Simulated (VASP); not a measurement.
Input of a VASP 6.6.1 run:

Contents of POSCAR:

```
Al
1.0
    2.9333614049      0.0000000000      0.0000000000
   -1.4666807025      2.5403654951      0.0000000000
    0.0000000000      0.0000000000     29.5774809653
Al
4
Direct
    0.6666666667      0.3333333333      0.5709434341
    0.3333333333      0.6666666667      0.6468819421
    0.0000000000      0.0000000000      0.7206513940
    0.6666666667      0.3333333333      0.7957954324
```

INCAR.step1

```
PREC = Accurate ; ENCUT = 440
ISMEAR = 1 ; SIGMA = 0.1
LREAL = False ; LASPH = True
NELM = 120 ; LDIPOL = True
IDIPOL = 3 ; DIPOL = 0.5 0.5 0.684
NBANDS = 14 ; GGA = PE
ALGO = Normal ; EDIFF = 1E-5
LWAVE = True ; LCHARG = False
GGA_COMPAT = False ; NELMDL = -8
```

The input INCAR.step2:

```
PREC = Accurate ; ENCUT = 440
EDIFF = 1E-6 ; ISMEAR = 1
SIGMA = 0.1 ; LREAL = False
LASPH = True ; NELM = 120
ALGO = Normal ; ISIF = 2
LWAVE = False ; LCHARG = False
LDIPOL = True ; IDIPOL = 3
DIPOL = 0.5 0.5 0.684 ; METAGGA = R2SCAN
LMIXTAU = True ; LUSE_VDW = True
IVDW_NL = 2 ; BPARAM = 11.95
CPARAM = 0.0093 ; NBANDS = 14
ISTART = 1 ; GGA_COMPAT = False
```

KPOINTS

```
Automatic mesh
0
Gamma
  15 15 1
```

Potentials or basis: VASP PAW PBE potentials, release 64 (Al).

Launch:

```console
$ cat potpaw_PBE.64/Al/POTCAR > POTCAR
$ cp INCAR.step1 INCAR
$ mpirun -np 1 vasp_std > vasp.out
$ cp INCAR.step2 INCAR
$ mpirun -np 1 vasp_std > vasp.out
```

Predict the largest force.

0.130 eV/Å.

Predict the band gap on the k mesh.

zero (bands 6 and 7 overlap by 2.07 eV).

Forces on the atoms (eV/Å):
```
Al   0.000  0.000  0.012
Al   0.000  0.000 -0.130
Al   0.000  0.000  0.045
Al   0.000  0.000  0.073
```

Caveat: the PAW data sets were made with another functional, which shifts forces and pressure a little.
